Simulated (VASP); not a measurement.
# Si5As3 (P-3m1) in VASP: single point with PBE

Aim: the single point of Si5As3 with PBE.

Program: VASP 6.6.1. These are calculated values, not measurements. Logs are shortened: lines on timing, memory, paths and dates and some standing lists are left out, and cuts for length are marked.

### 1 The cell of the first run

Symmetry: P-3m1, No. 164, trigonal system. Conventional cell: a = 3.751 Å, b = 3.751 Å, c = 32.159 Å, α = 90.00°, β = 90.00°, γ = 120.00°. Si (site symmetry 3m) has 1 Si at 2.34 Å and 3 As at 2.42 Å within 3.1 Å. Si (site symmetry 3m) has 4 Si at 2.32 to 2.35 Å within 3.1 Å. Within 3.1 Å of Si (site symmetry 3m) lie 4 Si at 2.32 to 2.35 Å. Si (site symmetry 3m) has 1 Si at 2.35 Å and 3 As at 2.42 Å within 3.1 Å. Within 3.1 Å of Si (site symmetry 3m) lie 1 Si at 2.35 Å and 3 As at 2.42 Å. As (site symmetry 3m) has 3 Si at 2.42 Å within 3.2 Å. Within 3.2 Å of As (site symmetry 3m) lie 3 Si at 2.42 Å. Within 3.2 Å of As (site symmetry 3m) lie 3 Si at 2.42 Å.

### 2 Single point, PBE

INCAR

```
PREC = Accurate
ENCUT = 520
EDIFF = 1E-7
ISMEAR = 0
SIGMA = 0.02
LREAL = Auto
LASPH = T
NELM = 80
ALGO = Normal
ISIF = 2
LWAVE = F
LCHARG = F
GGA = PE
NBANDS = 49
```

KPOINTS

```
Automatic mesh
0
Gamma
  12 12 1
```

POSCAR

```
Si5As3
1.0
    3.7505686169      0.0000000000      0.0000000000
   -1.8752843085      3.2480877009      0.0000000000
    0.0000000000      0.0000000000     32.1589619462
Si As
10 6
Direct
    0.0000000000      0.0000000000      0.0363410977
    0.0000000000      0.0000000000      0.9636589023
    0.0000000000      0.0000000000      0.3052816444
    0.3333333333      0.6666666667      0.3312426253
    0.3333333333      0.6666666667      0.4043572375
    0.0000000000      0.0000000000      0.2321656326
    0.0000000000      0.0000000000      0.6947183556
    0.6666666667      0.3333333333      0.6687573747
    0.6666666667      0.3333333333      0.5956427625
    0.0000000000      0.0000000000      0.7678343674
    0.6666666667      0.3333333333      0.9302529076
    0.3333333333      0.6666666667      0.0697470924
    0.6666666667      0.3333333333      0.1985846575
    0.6666666667      0.3333333333      0.4379427276
    0.3333333333      0.6666666667      0.8014153425
    0.3333333333      0.6666666667      0.5620572724
```

Potentials or basis: VASP PAW PBE potentials, release 64 (Si, As).

Started as:

```
$ cat potpaw_PBE.64/Si/POTCAR potpaw_PBE.64/As/POTCAR > POTCAR
$ mpirun -np 1 vasp_std > vasp.out
```

OUTCAR:

```text
PREC = Accurate
   ENCUT = 520
   EDIFF = 1E-7
   ISMEAR = 0
   LREAL = Auto
   LASPH = T
   NELM = 80
   ISIF = 2
   GGA = PE

 ion  position               nearest neighbor table
   1  0.000  0.000  0.036-   2 2.34  12 2.42  12 2.42  12 2.42
   2  0.000  0.000  0.964-   1 2.34  11 2.42  11 2.42  11 2.42
   3  0.000  0.000  0.305-   4 2.32   4 2.32   4 2.32   6 2.35
   4  0.333  0.667  0.331-   3 2.32   3 2.32   3 2.32   5 2.35
   5  0.333  0.667  0.404-   4 2.35  14 2.42  14 2.42  14 2.42
   6  0.000  0.000  0.232-   3 2.35  13 2.42  13 2.42  13 2.42
   7  0.000  0.000  0.695-   8 2.32   8 2.32   8 2.32  10 2.35
   8  0.667  0.333  0.669-   7 2.32   7 2.32   7 2.32   9 2.35
   9  0.667  0.333  0.596-   8 2.35  16 2.42  16 2.42  16 2.42
  10  0.000  0.000  0.768-   7 2.35  15 2.42  15 2.42  15 2.42
  11  0.667  0.333  0.930-   2 2.42   2 2.42   2 2.42
  12  0.333  0.667  0.070-   1 2.42   1 2.42   1 2.42
  13  0.667  0.333  0.199-   6 2.42   6 2.42   6 2.42
  14  0.667  0.333  0.438-   5 2.42   5 2.42   5 2.42
  15  0.333  0.667  0.801-  10 2.42  10 2.42  10 2.42
  16  0.333  0.667  0.562-   9 2.42   9 2.42   9 2.42

  LATTYP: Found a hexagonal cell.
 ALAT       =     3.7505686169
 C/A-ratio  =     8.5744230358

  Lattice vectors:

 A1 = (   3.7505686169,   0.0000000000,   0.0000000000)
 A2 = (  -1.8752843085,   3.2480877009,   0.0000000000)
 A3 = (   0.0000000000,   0.0000000000,  32.1589619462)

Analysis of symmetry for initial positions (statically):
=====================================================================
 Subroutine PRICEL returns:
 Original cell was already a primitive cell.

 Routine SETGRP: Setting up the symmetry group for a
 hexagonal supercell.

 Subroutine GETGRP returns: Found 12 space group operations
 (whereof 12 operations were pure point group operations)
 out of a pool of 24 trial point group operations.

The static configuration has the point symmetry D_3d.

Analysis of symmetry for dynamics (positions and initial velocities):
=====================================================================
 Subroutine PRICEL returns:
 Original cell was already a primitive cell.

 Routine SETGRP: Setting up the symmetry group for a
 hexagonal supercell.

 Subroutine GETGRP returns: Found 12 space group operations
 (whereof 12 operations were pure point group operations)
 out of a pool of 24 trial point group operations.

The dynamic configuration has the point symmetry D_3d.

 Subroutine INISYM returns: Found 12 space group operations
 (whereof 12 operations are pure point group operations),
 and found     1 'primitive' translations

----------------------------------------------------------------------------------------

                                     Primitive cell

  volume of cell :     391.7661

  direct lattice vectors                    reciprocal lattice vectors
     3.750568617  0.000000000  0.000000000     0.266626238  0.153936730  0.000000000
    -1.875284308  3.248087701  0.000000000     0.000000000  0.307873460  0.000000000
     0.000000000  0.000000000 32.158961946     0.000000000  0.000000000  0.031095531

  length of vectors
     3.750568617  3.750568617 32.158961946     0.307873460  0.307873460  0.031095531

  position of ions in fractional coordinates (direct lattice)
     0.000000000  0.000000000  0.036341098
     0.000000000  0.000000000  0.963658902
     0.000000000  0.000000000  0.305281644
     0.333333333  0.666666667  0.331242625
     0.333333333  0.666666667  0.404357238
     0.000000000  0.000000000  0.232165633
[... 8 lines left out ...]
     0.333333333  0.666666667  0.801415343
     0.333333333  0.666666667  0.562057272

  ion indices of the primitive-cell ions
   primitive index   ion index
                 1           1
                 2           2
                 3           3
                 4           4
                 5           5
                 6           6
[... 8 lines left out ...]
                15          15
                16          16

----------------------------------------------------------------------------------------

 KPOINTS: Automatic mesh

Automatic generation of k-mesh.
 Grid dimensions read from file:
 generate k-points for:   12   12    1

 Generating k-lattice:

  Cartesian coordinates                     Fractional coordinates (reciprocal lattice)
     0.022218853  0.012828061  0.000000000     0.083333333 -0.000000000  0.000000000
     0.000000000  0.025656122  0.000000000     0.000000000  0.083333333  0.000000000
     0.000000000  0.000000000  0.031095531     0.000000000  0.000000000  1.000000000

  Length of vectors
     0.025656122  0.025656122  0.031095531

  Shift w.r.t. Gamma in fractional coordinates (k-lattice)
     0.000000000  0.000000000  0.000000000

 Subroutine IBZKPT returns following result:
 ===========================================

 Found     19 irreducible k-points:

 Following reciprocal coordinates:
            Coordinates               Weight
  0.000000  0.000000  0.000000      1.000000
  0.083333 -0.000000  0.000000      6.000000
  0.166667  0.000000  0.000000      6.000000
  0.250000  0.000000  0.000000      6.000000
  0.333333  0.000000  0.000000      6.000000
  0.416667 -0.000000  0.000000      6.000000
[... 11 lines left out ...]
  0.333333  0.250000  0.000000     12.000000
  0.333333  0.333333  0.000000      2.000000
   k-points           NKPTS =     19   k-points in BZ     NKDIM =     19   number of bands    NBANDS=     49
   number of dos      NEDOS =    301   number of ions     NIONS =     16
   total plane-waves  NPLWV = 188160
   dimension x,y,z NGX =    28 NGY =   28 NGZ =  240
   dimension x,y,z NGXF=    56 NGYF=   56 NGZF=  480
   ions per type =              10   6
   NGX,Y,Z   is equivalent  to a cutoff of  12.41, 12.41, 12.41 a.u.
   NGXF,Y,Z  is equivalent  to a cutoff of  24.82, 24.82, 24.81 a.u.
 SYSTEM =  unknown system
   PREC   = accura    normal or accurate (medium, high low for compatibility)
   ISTART =      0    job   : 0-new  1-cont  2-samecut
   ICHARG =      2    charge: 1-file 2-atom 10-const
   ISPIN  =      1    spin polarized calculation?
   LNONCOLLINEAR =      F non collinear calculations
   LSORBIT =      F    spin-orbit coupling
   LASPH  =      T    aspherical Exc in radial PAW
   ENCUT  =  520.0 eV  38.22 Ry    6.18 a.u.   6.97  6.97 59.79*2*pi/ulx,y,z
   NELM   =     80;   NELMIN=  2; NELMDL= -5     # of ELM steps
   EDIFF  = 0.1E-06   stopping-criterion for ELM
   LREAL  =      T    real-space projection
   EDIFFG = 0.1E-05   stopping-criterion for IOM
   NSW    =      0    number of steps for IOM
   IBRION =     -1    ionic relax: 0-MD 1-quasi-New 2-CG
   NFREE  =      0    steps in history (QN), initial steepest desc. (CG)
   ISIF   =      2    stress and relaxation
   ISYM   =      2    0-nonsym 1-usesym 2-fastsym
   POTIM  = 0.5000    time-step for ionic-motion
   TEBEG  =    0.0;   TEEND  =   0.0 temperature during run
   PSTRESS=    0.0 pullay stress
   NELECT =      70.0000    total number of electrons
   NUPDOWN=      -1.0000    fix difference up-down
   EMIN   =  10.00;   EMAX   =-10.00  energy-range for DOS
   EFERMI =   0.00;   METHOD = LEGACY
   ISMEAR =     0;   SIGMA  =   0.02  broadening in eV -4-tet -1-fermi 0-gaus
   EFERMI_NEDOS =   21; number of points for ismear=-14 and -15
   IALGO  =     38    algorithm
   IMIX   =      4    mixing-type and parameters
     AMIX     =   0.40;   BMIX     =  1.00
     AMIX_MAG =   1.60;   BMIX_MAG =  1.00
  volume/ion in A,a.u.               =      24.49       165.24
  Fermi-wavevector in a.u.,A,eV,Ry     =   0.922073  1.742465 11.567922  0.850218
  Thomas-Fermi vector in A             =   2.047559
   LORBIT       =      0    0 simple, 1 ext, 2 COOP (PROOUT), +10 PAW based schemes
   GGA     = PE    functional components
   LHFCALC =     F    Hartree Fock is set to
   AEXX    =    0.0000 exact exchange contribution
   IVDW    =     0    specifies the selected vdW correction
   LEPSILON=     F    determine dielectric tensor
   LRPA    =     F    only Hartree local field effects (RPA)
 non-spin polarized calculation
 Gauss-broadening in eV      SIGMA  =   0.02
  energy-cutoff  :      520.00
  volume of cell :      391.77
 maximum number of plane-waves:     10597
 NGX is ok and might be reduce to    28
   NGX = 13   NGY = 13   NGZ =119

 number of electron      69.9999999 magnetization

 Free energy of the ion-electron system (eV)
  ---------------------------------------------------
  ext. energy  EPLUGINS =         0.00000000
  ---------------------------------------------------
  free energy    TOTEN  =       -82.94341603 eV

  energy without entropy =      -82.94341603  energy(sigma->0) =      -82.94341603

 E-fermi :   3.6934     XC(G=0):  -8.6415

 val. band max:        3.6032782295   @ k =   0.0833  -0.0000   0.0000
 cond. band min:       4.6209348752   @ k =   0.4167  -0.0000   0.0000
 fundamental gap:      1.0176566458
 Fermi energy:         3.6933623483

 k-point     1 :       0.0000    0.0000    0.0000
  band No.  band energies     occupation
      1      -9.2074      2.00000
      2      -9.0751      2.00000
      3      -9.0573      2.00000
      4      -8.9702      2.00000
      5      -8.9494      2.00000
      6      -8.6841      2.00000
[... 39 lines left out ...]
     46       6.5068      0.00000
     47       6.5068      0.00000

 k-point     2 :       0.0833   -0.0000    0.0000
  band No.  band energies     occupation
      1      -9.1259      2.00000
      2      -8.9940      2.00000
      3      -8.9763      2.00000
      4      -8.8903      2.00000
      5      -8.8696      2.00000
      6      -8.6066      2.00000
[... 39 lines left out ...]
     46       6.6988      0.00000
     47       6.7012      0.00000

 k-point     3 :       0.1667    0.0000    0.0000
  band No.  band energies     occupation
      1      -8.8846      2.00000
      2      -8.7541      2.00000
      3      -8.7365      2.00000
      4      -8.6545      2.00000
      5      -8.6340      2.00000
      6      -8.3786      2.00000
[... 39 lines left out ...]
     46       7.1187      0.00000
     47       7.3710      0.00000

 k-point     4 :       0.2500    0.0000    0.0000
  band No.  band energies     occupation
      1      -8.4951      2.00000
      2      -8.3680      2.00000
      3      -8.3505      2.00000
      4      -8.2766      2.00000
      5      -8.2567      2.00000
      6      -8.0175      2.00000
[... 689 lines left out ...]
     46       7.8547      0.00000
     47       7.9487      0.00000

 k-point    18 :       0.3333    0.2500    0.0000
  band No.  band energies     occupation
      1      -6.8371      2.00000
      2      -6.7997      2.00000
      3      -6.7895      2.00000
      4      -6.7836      2.00000
      5      -6.7744      2.00000
      6      -6.7301      2.00000
[... 39 lines left out ...]
     46       7.5564      0.00000
     47       7.9912      0.00000

 k-point    19 :       0.3333    0.3333    0.0000
  band No.  band energies     occupation
      1      -6.6375      2.00000
      2      -6.6375      2.00000
      3      -6.6350      2.00000
      4      -6.6350      2.00000
      5      -6.6346      2.00000
      6      -6.6346      2.00000
[... 39 lines left out ...]
     46       7.7006      0.00000
     47       7.7006      0.00000
 [bands above 47 left out]

------------------------ aborting loop because EDIFF is reached ----------------------------------------

  FORCE on cell =-STRESS in cart. coord.  units (eV):
  Direction    XX          YY          ZZ          XY          YZ          ZX
  --------------------------------------------------------------------------------------
  -------------------------------------------------------------------------------------
  Total        0.3417752      0.3417752      0.2456259     -0.0000000      0.0000000      0.0000000
  in kB        1.3977329      1.3977329      1.0045182     -0.0000000      0.0000000      0.0000000
  external PRESSURE =       1.2666613 kB  Pullay stress =       0.0000000 kB

 VOLUME and BASIS-vectors are now :
 -----------------------------------------------------------------------------
  energy-cutoff  :      520.00
  volume of cell :      391.77
      direct lattice vectors                 reciprocal lattice vectors
     3.750568617  0.000000000  0.000000000     0.266626238  0.153936730  0.000000000
    -1.875284308  3.248087701  0.000000000     0.000000000  0.307873460  0.000000000
     0.000000000  0.000000000 32.158961946     0.000000000  0.000000000  0.031095531

 POSITION                                       TOTAL-FORCE (eV/Angst)
 -----------------------------------------------------------------------------------
      0.00000      0.00000      1.16869         0.000000      0.000000     -0.035669
      0.00000      0.00000     30.99027        -0.000000      0.000000      0.035669
      0.00000      0.00000      9.81754        -0.000000      0.000000      0.002055
     -0.00000      2.16539     10.65242         0.000000      0.000000     -0.003765
     -0.00000      2.16539     13.00371         0.000000     -0.000000     -0.041315
      0.00000      0.00000      7.46621        -0.000000     -0.000000      0.045708
[... 8 lines left out ...]
     -0.00000      2.16539     25.77269         0.000000     -0.000000      0.034036
     -0.00000      2.16539     18.07518         0.000000      0.000000     -0.041304
 -----------------------------------------------------------------------------------
    total drift:                               -0.000000      0.000000      0.000000

  FREE ENERGIE OF THE ION-ELECTRON SYSTEM (eV)
  ---------------------------------------------------
  free  energy   TOTEN  =       -82.9434160306 eV

  energy  without entropy=      -82.9434160306  energy(sigma->0) =      -82.94341603
```

Wall time 6.6 min (1 thread of Intel Xeon 6975P-C (Granite Rapids), shared host); peak memory 0.54 GiB.

Results:

```
Free energy            : -82.9434 eV
Pressure               : 0.1 GPa
Largest force          : 0.046 eV/Å
Band gap on the k mesh : 1.02 eV (least direct gap 1.59 eV)
```

Forces on the atoms (eV/Å):
```
Si   0.000  0.000 -0.036
Si   0.000  0.000  0.036
Si   0.000  0.000  0.002
Si   0.000  0.000 -0.004
Si   0.000  0.000 -0.041
Si   0.000  0.000  0.046
Si   0.000  0.000 -0.002
Si   0.000  0.000  0.004
Si   0.000  0.000  0.041
Si   0.000  0.000 -0.046
As   0.000  0.000 -0.038
As   0.000  0.000  0.038
As   0.000  0.000 -0.034
As   0.000  0.000  0.041
As   0.000  0.000  0.034
As   0.000  0.000 -0.041
```

Levels at points of the mesh, in eV from the valence-band top:
| k point | band 31 | band 32 | band 33 | band 34 | band 35 | band 36 | band 37 | band 38 | band 39 | band 40 |
| --- | --- | --- | --- | --- | --- | --- | --- | --- | --- | --- |
| (0.00, 0.00, 0.00) | -0.13 | -0.12 | -0.12 | -0.02 | -0.01 | 1.58 | 1.64 | 1.87 | 1.87 | 1.94 |
| (0.50, 0.00, 0.00) | -1.56 | -1.55 | -1.17 | -1.10 | -0.79 | 1.20 | 1.21 | 1.31 | 1.51 | 1.55 |

Caveat: an odd mesh through Γ misses points on the zone boundary, where band edges can lie; this functional lacks dispersion, which binds the layers, so the pressure and a relaxed spacing across them are unreliable.
